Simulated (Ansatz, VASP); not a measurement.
## Two plane-wave programs on Pd

POSCAR

```
Pd
1.0
    0.0000000000      1.9067643606      1.9067643606
    1.9067643606      0.0000000000      1.9067643606
    1.9067643606      1.9067643606      0.0000000000
Pd
1
Direct
    0.0000000000      0.0000000000      0.0000000000
```

File INCAR.step1:

```
PREC = Accurate
ENCUT = 520
EDIFF = 1E-5
ISMEAR = -1
SIGMA = 0.05
LREAL = F
LASPH = T
NELM = 60
ALGO = Normal
ISIF = 2
LWAVE = T
LCHARG = F
GGA = PE
NBANDS = 11
```

INCAR.step2

```
PREC = Accurate
ENCUT = 520
EDIFF = 1E-7
ISMEAR = -1
SIGMA = 0.05
LREAL = F
LASPH = T
NELM = 60
ALGO = Normal
ISIF = 2
LWAVE = F
LCHARG = F
METAGGA = R2SCAN
LHFCALC = T
AEXX = 0.1
LMIXTAU = T
PRECFOCK = Normal
ISTART = 1
NBANDS = 11
```

KPOINTS

```
regular mesh
0
Gamma
  6 6 6
```

Contents of input.yaml:

```yaml
crystal:
  lattice:
    - [0.0, 1.9067643606, 1.9067643606]
    - [1.9067643606, 0.0, 1.9067643606]
    - [1.9067643606, 1.9067643606, 0.0]
  atoms:
    - { symbol: Pd, position: [0.0, 0.0, 0.0] }
hamiltonian:
  xc: r2scanh
  pseudopotentials: { kind: paw }
kpoints:
  mp_grid: { grid: [6, 6, 6] }
scf:
  occupations: { method: fermi_dirac, width: 0.05 }
output:
  forces: true
  stress: true
  eigenvalues: true
```

Alike in both runs: task single point; functional r2SCANh; k mesh 6 × 6 × 6; occupations fermi-dirac, width 0.05 eV; no spin polarisation.

|  | VASP | Ansatz |
| --- | --- | --- |
| version | VASP 6.6.1 | Ansatz 0.2.0 |
| potentials or method | VASP PAW PBE potentials, release 64 (Pd) | Ansatz PAW |
| plane-wave cutoff (eV) | 520 | 500 |
| valence electrons in the cell | 10 | 18 |

```csv
,VASP,Ansatz,Ansatz less VASP
gap on the k mesh at the Fermi level (eV),none,none,-
pressure (GPa),14.1,13.1,-0.98
```

VASP's potentials were made for PBE, not for r2SCANh. A gap of «none» marks a metal or a gap that the smearing closes. With one functional, cell and mesh, what is left measures potentials, basis and numerics. VASP's potentials hold 10 valence electrons a cell and Ansatz's 18, so a difference there can come from the potentials and not from the codes.

The k mesh is coarse, so the values compare programs but aren't converged.
